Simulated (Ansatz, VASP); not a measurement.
**One calculation of N, two programs**

The input POSCAR:

```
N
1.0
    4.0840619700      0.0000000000      0.0000000000
    0.0000000000      4.0840619700      0.0000000000
    0.0000000000      0.0000000000      5.3459132500
N
4
Direct
    0.4042752000      0.5957248000      0.5000000000
    0.0957248000      0.0957248000      0.0000000000
    0.5957248000      0.4042752000      0.5000000000
    0.9042752000      0.9042752000      0.0000000000
```

The input INCAR.step1:

```
SYSTEM = N
ALGO     = Normal         ! electronic algorithm
EDIFF    = 1E-5           ! SCF threshold, eV
ENCUT    = 520            ! plane-wave cutoff, eV
GGA      = PE             ! functional
ISIF     = 2              ! what is computed and relaxed
ISMEAR   = -1             ! smearing method
LASPH    = .TRUE.         ! aspherical terms in the spheres
LCHARG   = .FALSE.        ! write CHGCAR
LREAL    = .FALSE.        ! projectors in reciprocal space
LWAVE    = .TRUE.         ! write WAVECAR
NBANDS   = 18             ! bands
NELM     = 100            ! most SCF steps
PREC     = Accurate       ! precision mode
SIGMA    = 0.05           ! smearing width, eV
```

Contents of INCAR.step2:

```
SYSTEM = N
AEXX     = 0.35           ! exact-exchange fraction
ALGO     = Normal         ! electronic algorithm
EDIFF    = 1E-6           ! SCF threshold, eV
ENCUT    = 520            ! plane-wave cutoff, eV
ISIF     = 2              ! what is computed and relaxed
ISMEAR   = -1             ! smearing method
ISTART   = 1            
LASPH    = .TRUE.         ! aspherical terms in the spheres
LCHARG   = .FALSE.        ! write CHGCAR
LHFCALC  = .TRUE.         ! exact exchange
LMIXTAU  = .TRUE.       
LREAL    = .FALSE.        ! projectors in reciprocal space
LWAVE    = .FALSE.        ! write WAVECAR
METAGGA  = R2SCAN         ! meta-GGA
NBANDS   = 18             ! bands
NELM     = 100            ! most SCF steps
PREC     = Accurate       ! precision mode
PRECFOCK = Normal       
SIGMA    = 0.05           ! smearing width, eV
```

File KPOINTS:

```
k-points
0
G
  4 4 3
  0 0 0
```

The input input.yaml:

```yaml
crystal:
  lattice:
    - [4.08406197, 0.0, 0.0]
    - [0.0, 4.08406197, 0.0]
    - [0.0, 0.0, 5.34591325]
  atoms:
    - { symbol: "N", position: [0.4042752, 0.5957248, 0.5] }
    - { symbol: "N", position: [0.0957248, 0.0957248, 0.0] }
    - { symbol: "N", position: [0.5957248, 0.4042752, 0.5] }
    - { symbol: "N", position: [0.9042752, 0.9042752, 0.0] }
hamiltonian:
  xc: { exchange: r2scan, correlation: r2scan, exx: { coeff: 0.35 } }
  pseudopotentials: { kind: paw }
kpoints:
  mp_grid: { grid: [4, 4, 3] }
scf:
  occupations: { method: fermi_dirac, width: 0.05 }
output:
  forces: true
  stress: true
  eigenvalues: true
  write_density: true
  write_potential: true
  elf: true
  volumetric_format: npy
```

Alike in both runs: task single point; functional r2SCAN-based global hybrid; k mesh 4 × 4 × 3; occupations fermi-dirac, width 0.05 eV; no spin polarisation.

|  | VASP | Ansatz |
| --- | --- | --- |
| version | VASP 6.6.1 | Ansatz 0.2.0 |
| potentials or method | VASP PAW PBE potentials, release 64 (N) | Ansatz PAW |
| plane-wave cutoff (eV) | 520 | 500 |
| valence electrons in the cell | 20 | 20 |

|  | VASP | Ansatz | Ansatz less VASP |
| --- | --- | --- | --- |
| gap on the k mesh at the Fermi level (eV) | 11.52 | 11.58 | +0.059 |
| least direct gap on the mesh (eV) | 11.74 | 11.80 | +0.062 |
| pressure (GPa) | -2.6 | -5.2 | -2.59 |
| traceless stress, the component that is largest in VASP (GPa) | 2.38 | 5.33 | +2.948 |
| rms of the force components (eV/Å) | 1.031 | 2.331 | +1.3006 |

VASP's potentials were made for PBE, not for r2SCAN-based global hybrid. Atom by atom the forces differ by 1.301 eV/Å (rms over components). The functional is the same, so the differences come from potentials, cutoffs and numerics.

Noted on VASP's run: the standard files for N, O and F lose accuracy on very short bonds. Noted on Ansatz's run: odd divisions of the mesh miss points on the zone boundary, where band edges often lie, so the gap on the mesh can be too wide.
